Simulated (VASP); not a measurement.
**BeS: single point with PBE0**

Crystal: BeS.

```
S Be
1.0
     0.00000    2.37550    2.37550
     2.37550    0.00000    2.37550
     2.37550    2.37550    0.00000
S Be
1 1
Direct
  0.75000 0.75000 0.75000
  0.00000 0.00000 0.00000
```

```json
{
 "Program": "VASP 6.6.1",
 "Task": "single point",
 "Functional": "PBE0",
 "Potentials or basis": "VASP PAW PBE potentials, release 64 (S, Be)",
 "Cutoff": "520 eV",
 "k mesh": "6 × 6 × 6",
 "Occupations": "fermi-dirac, width 0.05 eV",
 "Spin": "no spin polarisation",
 "Dipole correction": "no",
 "Grid for exact exchange (PRECFOCK)": "Normal",
 "Further INCAR settings": "ALGO = Normal; EDIFF = 1e-06; NBANDS = 11"
}
```

```
Pressure               : 6.9 GPa
Band gap on the k mesh : 4.63 eV, indirect (least direct gap 7.58 eV)
```

Levels at points of the mesh, in eV from the valence-band top:
```tsv
k point	band 1	band 2	band 3	band 4	band 5	band 6	band 7	band 8	band 9
(0.00, 0.00, 0.00)	-15.61	0.00	0.00	0.00	7.58	7.58	7.58	8.36	15.18
(0.50, 0.00, 0.00)	-13.64	-6.87	-1.23	-1.23	7.59	8.50	8.50	13.58	17.68
(0.50, 0.50, 0.00)	-12.96	-5.95	-3.14	-3.14	4.63	6.64	15.83	15.83	18.91
```

Run time: 10 min on 1 thread of Intel(R) Xeon(R) Platinum 8259CL CPU @ 2.50GHz (Skylake/Cascade Lake), with other jobs on the host, peak memory 0.16 GiB.

Caveat: the PAW data sets were made with another functional, which shifts forces and pressure a little. A k mesh can miss the band edges.
